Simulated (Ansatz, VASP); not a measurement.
## Two plane-wave programs on Zn

Contents of POSCAR:

```
Zn
1.0
    2.6333228696      0.0000000000      0.0000000000
   -1.3166614348      2.2805245014      0.0000000000
    0.0000000000      0.0000000000      5.1082439737
Zn
2
Direct
    0.3333333333      0.6666666667      0.2500000000
    0.6666666667      0.3333333333      0.7500000000
```

Contents of INCAR.step1:

```
SYSTEM = Zn
PREC     = Accurate       ! precision mode
ENCUT    = 520            ! plane-wave cutoff, eV
ISMEAR   = 0              ! smearing method
SIGMA    = 0.1            ! smearing width, eV
LREAL    = .False.        ! projectors in reciprocal space
LASPH    = .True.         ! aspherical terms in the spheres
NELM     = 80             ! most SCF steps
NBANDS   = 19             ! bands
GGA      = PE             ! functional
ALGO     = Normal         ! electronic algorithm
EDIFF    = 1E-4           ! SCF threshold, eV
LWAVE    = .True.         ! write WAVECAR
LCHARG   = .False.        ! write CHGCAR
```

Contents of INCAR.step2:

```
SYSTEM = Zn
PREC     = Accurate       ! precision mode
ENCUT    = 520            ! plane-wave cutoff, eV
EDIFF    = 1E-6           ! SCF threshold, eV
ISMEAR   = 0              ! smearing method
SIGMA    = 0.1            ! smearing width, eV
LREAL    = .False.        ! projectors in reciprocal space
LASPH    = .True.         ! aspherical terms in the spheres
NELM     = 80             ! most SCF steps
ALGO     = Normal         ! electronic algorithm
ISIF     = 2              ! what is computed and relaxed
LWAVE    = .False.        ! write WAVECAR
LCHARG   = .True.         ! write CHGCAR
METAGGA  = R2SCAN         ! meta-GGA
LMIXTAU  = .True.       
LELF     = .True.         ! ELF
LVHAR    = .True.       
NBANDS   = 19             ! bands
ISTART   = 1
```

KPOINTS

```
regular mesh
0
Gamma
  18 18 8
  0 0 0
```

Input for Ansatz:

```yaml
crystal:
  lattice:
    - [2.6333228696, 0.0, 0.0]
    - [-1.3166614348, 2.2805245014, 0.0]
    - [0.0, 0.0, 5.1082439737]
  atoms:
    - { symbol: Zn, position: [0.3333333333, 0.6666666667, 0.25] }
    - { symbol: Zn, position: [0.6666666667, 0.3333333333, 0.75] }
basis:
  ecutwfc: 500
kpoints:
  mp_grid: { grid: [18, 18, 8] }
  band_path:
    path:
      - [[0.0, 0.0, 0.0], [0.5, 0.0, 0.0], [0.33333333, 0.33333333, 0.0], [0.0, 0.0, 0.0], [0.0, 0.0, 0.5], [0.5, 0.0, 0.5], [0.33333333, 0.33333333, 0.5], [0.0, 0.0, 0.5]]
      - [[0.5, 0.0, 0.5], [0.5, 0.0, 0.0]]
      - [[0.33333333, 0.33333333, 0.5], [0.33333333, 0.33333333, 0.0]]
    npoints: 14
hamiltonian:
  xc: r2scan
scf:
  occupations: { method: gaussian, width: 0.1 }
  n_extra_bands: 6
output:
  forces: true
  stress: true
  eigenvalues: true
  populations: true
  dos: { projected: true, de: 0.02, nscf_kmesh: { grid: [27, 27, 12] } }
  bader: true
  write_density: true
  write_potential: true
  elf: true
  volumetric_format: npy
```

Alike in both runs: task single point; functional r2SCAN; k mesh 18 × 18 × 8; occupations gaussian, width 0.1 eV; no spin polarisation.

|  | VASP | Ansatz |
| --- | --- | --- |
| version | VASP 6.6.1 | Ansatz 0.2.0 |
| potentials or method | VASP PAW PBE potentials, release 64 (Zn), cutoff 520 eV | scalar-relativistic, plane waves, PAW |
| valence electrons in the cell | 24 | 24 |

Ansatz gave:

```
gap on the k mesh at the Fermi level (eV)                     : none
pressure (GPa)                                                : -3.9
traceless stress, the component that is largest in VASP (GPa) : 1.36
```

Estimate VASP's values.

gap on the k mesh at the Fermi level (eV): none; pressure (GPa): -3.5; traceless stress, the component that is largest in VASP (GPa): 1.19.

VASP's potentials were made for PBE, not for r2SCAN. A gap of «none» marks a metal or a gap that the smearing closes. With one functional, cell and mesh, what is left measures potentials, basis and numerics.
